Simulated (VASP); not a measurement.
Here is a VASP 6.6.1 calculation.

Contents of INCAR:

```
ALGO     = Normal         # electronic algorithm
EDIFF    = 1E-6           # SCF threshold, eV
ENCUT    = 520            # plane-wave cutoff, eV
GGA      = PE             # functional
ISIF     = 2              # what is computed and relaxed
ISMEAR   = 0              # smearing method
LASPH    = T              # aspherical terms in the spheres
LCHARG   = T              # write CHGCAR
LELF     = T              # ELF
LREAL    = F              # projectors in reciprocal space
LVHAR    = T            
LWAVE    = F              # write WAVECAR
NBANDS   = 13             # bands
NELM     = 60             # most SCF steps
PREC     = Accurate       # precision mode
SIGMA    = 0.1            # smearing width, eV
```

KPOINTS

```
k-points
0
Gamma
  18 18 18
```

Contents of POSCAR:

```
Mo
1.0
    0.0000000000      2.0656214369      2.0656214369
    2.0656214369      0.0000000000      2.0656214369
    2.0656214369      2.0656214369      0.0000000000
Mo
1
Direct
    0.0000000000      0.0000000000      0.0000000000
```

Potentials or basis: VASP PAW PBE potentials, release 64 (Mo_sv).

Launch:

```console
$ cat potpaw_PBE.64/Mo_sv/POTCAR > POTCAR
$ mpirun -np 1 vasp_std > vasp.out
```

Q: What does it give for the pressure?

A: -18.4 GPa.

Q: What does it give for the band gap on the k mesh?

A: Zero (band 7 reaches 13.85 eV, above the bottom of band 8 at 9.79 eV).
